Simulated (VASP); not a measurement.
# Nd2H3 (R3m) in VASP: relaxation of cell and atoms with PBE

Aim: the relaxation of cell and atoms of Nd2H3 with PBE.

All numbers are computed with VASP 6.6.1; they aren't measurements. Logs are shortened: lines on timing, memory, paths and dates and some standing lists are left out, and cuts for length are marked.

## Step 1: The cell of the first run

Symmetry: R3m, No. 160, trigonal system. The conventional cell has a = 3.802 Å, b = 3.802 Å, c = 18.834 Å, α = 90.00°, β = 90.00°, γ = 120.00°. Nd (site symmetry 3m) has 5 H at 2.27 to 2.39 Å within 3.0 Å. Within 3.0 Å of Nd (site symmetry 3m) lie 7 H at 2.27 to 2.36 Å. H (site symmetry 3m) has 4 Nd at 2.27 to 2.36 Å and 6 H at 2.61 to 2.72 Å within 3.0 Å. Within 3.0 Å of H (site symmetry 3m) lie 4 Nd at 2.27 to 2.36 Å and 3 H at 2.61 Å. H (site symmetry 3m) has 4 Nd at 2.32 to 2.39 Å and 3 H at 2.72 Å within 3.1 Å.

The cell was generated, and may not be a known phase.

## Step 2: Relaxation of cell and atoms, PBE

File INCAR:

```
SYSTEM = Nd2H3
PREC = Accurate
ENCUT = 500
EDIFF = 1E-7
ISMEAR = 0
SIGMA = 0.1
LREAL = .FALSE.
LASPH = .TRUE.
NELM = 200
ALGO = Normal
ISIF = 3
LWAVE = .FALSE.
LCHARG = .FALSE.
GGA = PE
IBRION = 2
NSW = 90
EDIFFG = -0.04
GGA_COMPAT = .FALSE.
NELMIN = 4
LMAXMIX = 6
```

File KPOINTS:

```
regular mesh
0
G
  6 6 6
  0 0 0
```

File POSCAR:

```
Nd2H3
1.0
    1.9008529321      1.0974579521      6.2780746731
   -1.9008529321      1.0974579521      6.2780746731
    0.0000000000     -2.1949159041      6.2780746731
Nd H
2 3
Direct
    0.7776905089      0.7776905089      0.7776905089
    0.2781584623      0.2781584623      0.2781584623
    0.6570734840      0.6570734840      0.6570734840
    0.3984659543      0.3984659543      0.3984659543
    0.9047613867      0.9047613867      0.9047613867
```

Potentials or basis: VASP PAW PBE potentials, release 64 (Nd_3, H), 4f in core.

On the command line:

```sh
> cat potpaw_PBE.64/Nd_3/POTCAR potpaw_PBE.64/H/POTCAR > POTCAR
> mpirun -np 1 vasp_std > vasp.out
```

OUTCAR:

```text
SYSTEM = Nd2H3
   PREC = Accurate
   ENCUT = 500
   EDIFF = 1E-7
   ISMEAR = 0
   LREAL = .FALSE.
   LASPH = .TRUE.
   NELM = 200
   ISIF = 3
   GGA = PE
   IBRION = 2
   NSW = 90
   EDIFFG = -0.04
   NELMIN = 4

 ion  position               nearest neighbor table
   1  0.778  0.778  0.778-   3 2.27
   2  0.278  0.278  0.278-   4 2.27   5 2.32   5 2.32   5 2.32
   3  0.657  0.657  0.657-   1 2.27
   4  0.398  0.398  0.398-   2 2.27
   5  0.905  0.905  0.905-   2 2.32   2 2.32   2 2.32

  LATTYP: Found a trigonal (rhomboedric) cell.
 ALAT       =     6.6507050323
 COS(alpha) =     0.8366227219

  Lattice vectors:

 A1 = (   1.9008529321,   1.0974579521,   6.2780746731)
 A2 = (  -1.9008529321,   1.0974579521,   6.2780746731)
 A3 = (   0.0000000000,  -2.1949159041,   6.2780746731)

Analysis of symmetry for initial positions (statically):
=====================================================================
 Subroutine PRICEL returns:
 Original cell was already a primitive cell.

 Routine SETGRP: Setting up the symmetry group for a
 trigonal (rhombohedral) supercell.

 Subroutine GETGRP returns: Found  6 space group operations
 (whereof  6 operations were pure point group operations)
 out of a pool of 12 trial point group operations.

The static configuration has the point symmetry C_3v.

Analysis of symmetry for dynamics (positions and initial velocities):
=====================================================================
 Subroutine PRICEL returns:
 Original cell was already a primitive cell.

 Routine SETGRP: Setting up the symmetry group for a
 trigonal (rhombohedral) supercell.

 Subroutine GETGRP returns: Found  6 space group operations
 (whereof  6 operations were pure point group operations)
 out of a pool of 12 trial point group operations.

The dynamic configuration has the point symmetry C_3v.

 Subroutine INISYM returns: Found  6 space group operations
 (whereof  6 operations are pure point group operations),
 and found     1 'primitive' translations

----------------------------------------------------------------------------------------

                                     Primitive cell

  volume of cell :      78.5804

  direct lattice vectors                    reciprocal lattice vectors
     1.900852932  1.097457952  6.278074673     0.263039813  0.151866107  0.053094834
    -1.900852932  1.097457952  6.278074673    -0.263039813  0.151866107  0.053094834
     0.000000000 -2.194915904  6.278074673     0.000000000 -0.303732214  0.053094834

  length of vectors
     6.650705032  6.650705032  6.650705032     0.308337995  0.308337995  0.308337995

  position of ions in fractional coordinates (direct lattice)
     0.777690509  0.777690509  0.777690509
     0.278158462  0.278158462  0.278158462
     0.657073484  0.657073484  0.657073484
     0.398465954  0.398465954  0.398465954
     0.904761387  0.904761387  0.904761387

  ion indices of the primitive-cell ions
   primitive index   ion index
                 1           1
                 2           2
                 3           3
                 4           4
                 5           5

----------------------------------------------------------------------------------------

 KPOINTS: regular mesh

Automatic generation of k-mesh.
 Grid dimensions read from file:
 generate k-points for:    6    6    6

 Generating k-lattice:

  Cartesian coordinates                     Fractional coordinates (reciprocal lattice)
     0.043839969  0.025311018  0.008849139     0.166666667  0.000000000  0.000000000
    -0.043839969  0.025311018  0.008849139     0.000000000  0.166666667  0.000000000
     0.000000000 -0.050622036  0.008849139    -0.000000000 -0.000000000  0.166666667

  Length of vectors
     0.051389666  0.051389666  0.051389666

  Shift w.r.t. Gamma in fractional coordinates (k-lattice)
     0.000000000  0.000000000  0.000000000

 Subroutine IBZKPT returns following result:
 ===========================================

 Found     32 irreducible k-points:

 Following reciprocal coordinates:
            Coordinates               Weight
  0.000000  0.000000  0.000000      1.000000
  0.166667  0.000000  0.000000      6.000000
  0.333333  0.000000 -0.000000      6.000000
  0.500000  0.000000  0.000000      3.000000
  0.166667  0.166667  0.000000      6.000000
  0.333333  0.166667  0.000000     12.000000
[... 16 lines left out ...]
  0.500000  0.500000  0.166667      6.000000
 -0.333333  0.500000  0.166667     12.000000
 [... further k-points ...]
   k-points           NKPTS =     32   k-points in BZ     NKDIM =     32   number of bands    NBANDS=     16
   number of dos      NEDOS =    301   number of ions     NIONS =      5
   total plane-waves  NPLWV = 125000
   dimension x,y,z NGX =    50 NGY =   50 NGZ =   50
   dimension x,y,z NGXF=   100 NGYF=  100 NGZF=  100
   ions per type =               2   3
   NGX,Y,Z   is equivalent  to a cutoff of  12.50, 12.50, 12.50 a.u.
   NGXF,Y,Z  is equivalent  to a cutoff of  25.00, 25.00, 25.00 a.u.
 SYSTEM =  Nd2H3
   PREC   = accura    normal or accurate (medium, high low for compatibility)
   ISTART =      0    job   : 0-new  1-cont  2-samecut
   ICHARG =      2    charge: 1-file 2-atom 10-const
   ISPIN  =      1    spin polarized calculation?
   LNONCOLLINEAR =      F non collinear calculations
   LSORBIT =      F    spin-orbit coupling
   LASPH  =      T    aspherical Exc in radial PAW
   ENCUT  =  500.0 eV  36.75 Ry    6.06 a.u.  12.13 12.13 12.13*2*pi/ulx,y,z
   NELM   =    200;   NELMIN=  4; NELMDL= -5     # of ELM steps
   EDIFF  = 0.1E-06   stopping-criterion for ELM
   LREAL  =      F    real-space projection
   EDIFFG = -.4E-01   stopping-criterion for IOM
   NSW    =     90    number of steps for IOM
   IBRION =      2    ionic relax: 0-MD 1-quasi-New 2-CG
   NFREE  =      1    steps in history (QN), initial steepest desc. (CG)
   ISIF   =      3    stress and relaxation
   ISYM   =      2    0-nonsym 1-usesym 2-fastsym
   POTIM  = 0.5000    time-step for ionic-motion
   TEBEG  =    0.0;   TEEND  =   0.0 temperature during run
   PSTRESS=    0.0 pullay stress
   NELECT =      25.0000    total number of electrons
   NUPDOWN=      -1.0000    fix difference up-down
   EMIN   =  10.00;   EMAX   =-10.00  energy-range for DOS
   EFERMI =   0.00;   METHOD = LEGACY
   ISMEAR =     0;   SIGMA  =   0.10  broadening in eV -4-tet -1-fermi 0-gaus
   EFERMI_NEDOS =   21; number of points for ismear=-14 and -15
   IALGO  =     38    algorithm
   IMIX   =      4    mixing-type and parameters
     AMIX     =   0.40;   BMIX     =  1.00
     AMIX_MAG =   1.60;   BMIX_MAG =  1.00
  volume/ion in A,a.u.               =      15.72       106.06
  Fermi-wavevector in a.u.,A,eV,Ry     =   1.117592  2.111943 16.993852  1.249013
  Thomas-Fermi vector in A             =   2.254216
   LORBIT       =      0    0 simple, 1 ext, 2 COOP (PROOUT), +10 PAW based schemes
   GGA     = PE    functional components
   LHFCALC =     F    Hartree Fock is set to
   AEXX    =    0.0000 exact exchange contribution
   IVDW    =     0    specifies the selected vdW correction
   LEPSILON=     F    determine dielectric tensor
   LRPA    =     F    only Hartree local field effects (RPA)
 conjugate gradient relaxation of ions
 non-spin polarized calculation
 Gauss-broadening in eV      SIGMA  =   0.10
  energy-cutoff  :      500.00
  volume of cell :       78.58
 maximum number of plane-waves:      2010
 NGX is ok and might be reduce to    50
   NGX = 25   NGY = 25   NGZ = 25

--------------------------------------- Ionic step        1  -------------------------------------------

 number of electron      25.0000000 magnetization

 Free energy of the ion-electron system (eV)
  ---------------------------------------------------
  ext. energy  EPLUGINS =         0.00000000
  ---------------------------------------------------
  free energy    TOTEN  =       -22.02897619 eV

  energy without entropy =      -22.01953651  energy(sigma->0) =      -22.02425635

 E-fermi :   3.2368     XC(G=0):  -9.7413

 val. band max:        3.1616534414   @ k =  -0.3333   0.1667   0.1667
 cond. band min:       3.2463272003   @ k =  -0.3333   0.5000   0.1667
 fundamental gap:      0.0846737589
 Fermi energy:         3.2367807299

 k-point     1 :       0.0000    0.0000    0.0000
  band No.  band energies     occupation
      1     -34.7607      2.00000
      2     -34.6118      2.00000
      3     -16.3451      2.00000
      4     -15.6205      2.00000
      5     -15.6205      2.00000
      6     -15.5012      2.00000
[... 8 lines left out ...]
     15       4.3601      0.00000
     16       4.3601      0.00000
[... 420 lines left out ...]
  band No.  band energies     occupation
      1     -34.6938      2.00000
      2     -34.5638      2.00000
      3     -16.2649      2.00000
      4     -16.2293      2.00000
      5     -15.8575      2.00000
      6     -15.7366      2.00000
[... 8 lines left out ...]
     15       4.8390      0.00000
     16       6.5537      0.00000

 [... further k-points ...]
[... 5 lines left out ...]
  --------------------------------------------------------------------------------------
  -------------------------------------------------------------------------------------
  Total        0.9991090      0.9991090      1.7140716     -0.0000000      0.0000000      0.0000000
  in kB       20.3708576     20.3708576     34.9482483     -0.0000000      0.0000000      0.0000000
  external PRESSURE =      25.2299878 kB  Pullay stress =       0.0000000 kB
[... 258 lines left out ...]
  energy  without entropy=      -22.0531808316  energy(sigma->0) =      -22.05884433

--------------------------------------- Ionic step        8  -------------------------------------------

 number of electron      25.0000000 magnetization

 Free energy of the ion-electron system (eV)
  ---------------------------------------------------
  ext. energy  EPLUGINS =         0.00000000
  ---------------------------------------------------
  free energy    TOTEN  =       -22.06473945 eV

  energy without entropy =      -22.05312333  energy(sigma->0) =      -22.05893139

 E-fermi :   3.0207     XC(G=0):  -9.5744

 val. band max:        3.0185570586   @ k =  -0.3333   0.5000   0.1667
 cond. band min:       3.0850192677   @ k =  -0.1667   0.3333   0.1667
 fundamental gap:      0.0664622091
 Fermi energy:         3.0206619390

 k-point     1 :       0.0000    0.0000    0.0000
  band No.  band energies     occupation
      1     -35.0572      2.00000
      2     -34.9431      2.00000
      3     -16.5660      2.00000
      4     -15.9353      2.00000
      5     -15.9353      2.00000
      6     -15.8406      2.00000
[... 8 lines left out ...]
     15       4.1390      0.00000
     16       4.1390      0.00000
[... 420 lines left out ...]
  band No.  band energies     occupation
      1     -35.0001      2.00000
      2     -34.9033      2.00000
      3     -16.5038      2.00000
      4     -16.4731      2.00000
      5     -16.1450      2.00000
      6     -16.0451      2.00000
[... 8 lines left out ...]
     15       4.5827      0.00000
     16       6.2155      0.00000

 [... further k-points ...]
[... 5 lines left out ...]
  --------------------------------------------------------------------------------------
  -------------------------------------------------------------------------------------
  Total       -0.0657757     -0.0657757      0.0233450      0.0000000      0.0000000      0.0000000
  in kB       -1.2871515     -1.2871515      0.4568336      0.0000000      0.0000000      0.0000000
  external PRESSURE =      -0.7058231 kB  Pullay stress =       0.0000000 kB
[... 20 lines left out ...]
  FREE ENERGIE OF THE ION-ELECTRON SYSTEM (eV)
  ---------------------------------------------------
  free  energy   TOTEN  =       -22.0647394497 eV

  energy  without entropy=      -22.0531233338  energy(sigma->0) =      -22.05893139

 reached required accuracy - stopping structural energy minimisation
```

It took 8.3 min on 1 thread of Intel Xeon Platinum 8488C (Sapphire Rapids), shared host; peak memory 0.4 GiB.

What came out:

```yaml
Free_energy: -22.0647 eV
Relaxed_volume: 16.37 Å³/atom
Relaxed_cell: a = 6.753 Å, b = 6.753 Å, c = 6.753 Å, α = 33.13°, β = 33.13°, γ = 33.13°
Space_group_after_relaxing_to_0.1_Å: R3m (No. 160)
Energy_gained_by_relaxing: 7.2 meV/atom
Ionic_steps: 8
Pressure_after_relaxing: -0.1 GPa
Largest_force_after_relaxing: 0.022 eV/Å
Band_gap_on_the_k_mesh: zero (an odd number of electrons rules out a gap without spin polarisation)
```

Forces in eV/Å, atoms in the order of the input:
```
Nd   0.000  0.000 -0.006
Nd   0.000  0.000 -0.021
H    0.000  0.000 -0.009
H    0.000  0.000  0.022
H    0.000  0.000  0.013
```

Stress tensor (GPa, compression positive):
```
-0.13  0.00  0.00
 0.00 -0.13  0.00
 0.00  0.00  0.05
```

The path:
```csv
step,energy change (eV),largest force (eV/Å),pressure (GPa),volume (Å³)
1,0.0000,0.2175,2.52,78.58
2,-0.0290,0.1258,0.20,81.43
3,-0.0294,0.1205,-0.13,81.87
4,-0.0315,0.0919,-0.09,81.84
5,-0.0346,0.0711,0.01,81.77
6,-0.0347,0.0672,0.03,81.76
7,-0.0355,0.0442,-0.02,81.82
8,-0.0358,0.0224,-0.07,81.87
```

Final structure:
```
CELL_PARAMETERS angstrom
1.92528 1.11156 6.37631
-1.92528 1.11156 6.37631
0.00000 -2.22312 6.37631
ATOMIC_POSITIONS crystal
Nd 0.77770 0.77770 0.77770
Nd 0.27945 0.27945 0.27945
H 0.65468 0.65468 0.65468
H 0.40111 0.40111 0.40111
H 0.90321 0.90321 0.90321
```

Levels at points of the mesh, in eV from the Fermi level:
```csv
k point,band 9,band 10,band 11,band 12,band 13,band 14,band 15,band 16
"(0.00, 0.00, 0.00)",-6.70,-4.98,-2.42,0.90,0.99,0.99,1.12,1.12
"(0.50, 0.00, 0.00)",-4.76,-4.36,-3.68,-0.85,-0.48,0.28,2.22,2.45
"(0.50, 0.50, 0.00)",-5.39,-4.49,-2.87,-1.81,0.57,0.94,1.07,4.52
"(0.50, 0.50, 0.50)",-5.99,-5.21,-3.25,-0.55,1.29,1.29,1.41,1.41
```

Caveat: spin-orbit coupling is left out, which moves the levels of the heavy elements; the 4f electrons are frozen in the core, so they carry no moment and show no levels; an odd number of electrons without spin polarisation forces a metal; a magnetic or distorted state may lie lower.

The gap in the log of VASP goes by the Fermi energy; the results here count the filled bands.